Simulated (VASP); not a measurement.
Set up this calculation in VASP 6.6.1, as the native input.

```
Task                   : single point
Functional             : PBE
Potentials or basis    : VASP PAW PBE potentials, release 64 (Al, N)
Cutoff                 : 520 eV
k mesh                 : 6 × 6 × 6
Occupations            : gaussian, width 0.01 eV
Spin                   : no spin polarisation
Dipole correction      : no
Further INCAR settings : ALGO = Normal; EDIFF = 1e-06; NBANDS = 11
```

The structure of AlN lies in POSCAR:

```
AlN
1.0
    0.0000000000      2.0188684857      2.0188684857
    2.0188684857      0.0000000000      2.0188684857
    2.0188684857      2.0188684857      0.0000000000
Al N
1 1
Direct
    0.0000000000      0.0000000000      0.0000000000
    0.5000000000      0.5000000000      0.5000000000
```

These files were run (other wordings do the same):

INCAR

```
ALGO = Normal
EDIFF = 1E-6
ENCUT = 520
GGA = PE
ISIF = 2
ISMEAR = 0
LASPH = T
LCHARG = F
LREAL = F
LWAVE = F
NBANDS = 11
NELM = 80
PREC = Accurate
SIGMA = 0.01
```

KPOINTS

```
k-points
0
Gamma
  6 6 6
```

Potentials or basis: VASP PAW PBE potentials, release 64 (Al, N).

Command:

```bash
$ cat potpaw_PBE.64/Al/POTCAR potpaw_PBE.64/N/POTCAR > POTCAR
$ mpirun -np 1 vasp_std > vasp.out
```

It gave:

```
Pressure               : 6.1 GPa
Band gap on the k mesh : 4.64 eV, indirect (least direct gap 5.74 eV)
```

Caveat: the k points lie up to 0.45 Å⁻¹ apart.

It took 4.2 s on 1 thread of Intel Xeon 6975P-C, with other jobs on the host, peak memory 0.13 GiB.
